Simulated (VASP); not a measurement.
Write the native input for VASP 6.6.1 that does the following.

```yaml
Task: single point
Functional: PBE
Potentials_or_basis: VASP PAW PBE potentials, release 64 (Fe, O)
Cutoff: 600 eV
k_mesh: 8 × 8 × 8
Occupations: gaussian, width 0.05 eV
Spin: non-collinear spin, zero start
Starting_moments: "[[0, 0, 0], [0, 0, 0], [0, 0, 0], [0, 0, 0]] μB"
Hubbard_terms: Fe d U = 6.0 eV
Dipole_correction: no
Further_INCAR_settings: ALGO = Normal; EDIFF = 1e-06; NBANDS = 42
```

The structure of FeO lies in POSCAR:

```
FeO
1.0
    0.0000000000      2.1554001600      2.1554001600
    2.1554001600      0.0000000000      2.1554001600
    4.3108003200      4.3108003200      0.0000000000
Fe O
2 2
Direct
    0.0000000000      0.0000000000      0.0000000000
    0.0000000000      0.0000000000      0.5000000000
    0.5000000000      0.5000000000      0.2500000000
    0.5000000000      0.5000000000      0.7500000000
```

These files were run (other wordings do the same):

INCAR

```
SYSTEM = FeO
  PREC = Accurate
  ENCUT = 600
  EDIFF = 1E-6
  ISMEAR = 0
  SIGMA = 0.05
  LREAL = .False.
  LASPH = .True.
  NELM = 200
  ALGO = Normal
  ISIF = 2
  LWAVE = .False.
  LCHARG = .False.
  LNONCOLLINEAR = .True.
  MAGMOM = 0 0 0 0 0 0 0 0 0 0 0 0
  LORBIT = 11
  LMAXMIX = 4
  LDAU = .True.
  LDAUTYPE = 2
  LDAUL = 2 -1
  LDAUU = 6 0
  LDAUJ = 0 0
  LDAUPRINT = 1
  GGA = PE
  NBANDS = 42
  GGA_COMPAT = .False.
```

KPOINTS

```
Automatic mesh
0
Gamma
  8 8 8
  0 0 0
```

Potentials or basis: VASP PAW PBE potentials, release 64 (Fe, O).

The run is started by

```bash
$ cat potpaw_PBE.64/Fe/POTCAR potpaw_PBE.64/O/POTCAR > POTCAR
$ mpirun -np 1 vasp_ncl > vasp.out
```

Results of the run:

* Pressure: -15.9 GPa
* Band gap on the k mesh: 3.56 eV
* Net moment: 0.00 μB per cell
* Valence electrons inside the program's atomic spheres: Fe 6.88; O 4.99

Wall time 6.6 min on 1 thread of Intel Xeon 6975P-C, on a shared host, peak memory 0.41 GiB.
